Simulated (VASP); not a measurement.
Set up this calculation in VASP 6.6.1, as the native input.

```
Task                   : single point
Functional             : PBEsol
Potentials or basis    : VASP PAW PBE potentials, release 64 (Ti_sv)
Cutoff                 : 550 eV
k mesh                 : 12 × 12 × 14
Occupations            : gaussian, width 0.15 eV
Spin                   : no spin polarisation
Dipole correction      : no
Second try             : not_converged
Further INCAR settings : ALGO = All; EDIFF = 1e-06; NBANDS = 25
```

The structure of Ti lies in POSCAR:

```
Ti
1.0
    4.5149169756      0.0000000000      0.0000000000
   -2.2574584878      3.9100327969      0.0000000000
    0.0000000000      0.0000000000      2.5968000000
Ti
3
Direct
    0.0000000000      0.0000000000      0.0000000000
    0.3333333333      0.6666666667      0.5000000000
    0.6666666667      0.3333333333      0.5000000000
```

This isn't the form of Ti at room conditions, which is hcp.

One way to write it, as run:

INCAR

```
SYSTEM = Ti
PREC     = Accurate       ! precision mode
ENCUT    = 550            ! plane-wave cutoff, eV
EDIFF    = 1E-6           ! SCF threshold, eV
ISMEAR   = 0              ! smearing method
SIGMA    = 0.15           ! smearing width, eV
LREAL    = .False.        ! projectors in reciprocal space
LASPH    = .True.         ! aspherical terms in the spheres
NELM     = 300            ! most SCF steps
ALGO     = All            ! electronic algorithm
ISIF     = 2              ! what is computed and relaxed
LWAVE    = .False.        ! write WAVECAR
LCHARG   = .False.        ! write CHGCAR
GGA      = PS             ! functional
NBANDS   = 25             ! bands
GGA_COMPAT= .False.      
ISEARCH  = 1            
KPAR     = 4
```

KPOINTS

```
regular mesh
0
Gamma
  12 12 14
  0 0 0
```

Potentials or basis: VASP PAW PBE potentials, release 64 (Ti_sv).

Run with:

```sh
$ cat potpaw_PBE.64/Ti_sv/POTCAR > POTCAR
$ mpirun -np 4 vasp_std > vasp.out
```

It gave:

The pressure is 10.6 GPa. The band gap on the k mesh is zero (bands 18 and 19 overlap by 0.44 eV).

Caveat: the stress differs along the axes, from 5 to 22 GPa; the PAW data sets were made with another functional, which shifts forces and pressure a little.

It took 52 s on 4 MPI ranks on Intel(R) Xeon(R) 6975P-C (Granite Rapids) (shared host), peak memory 0.41 GiB a rank.
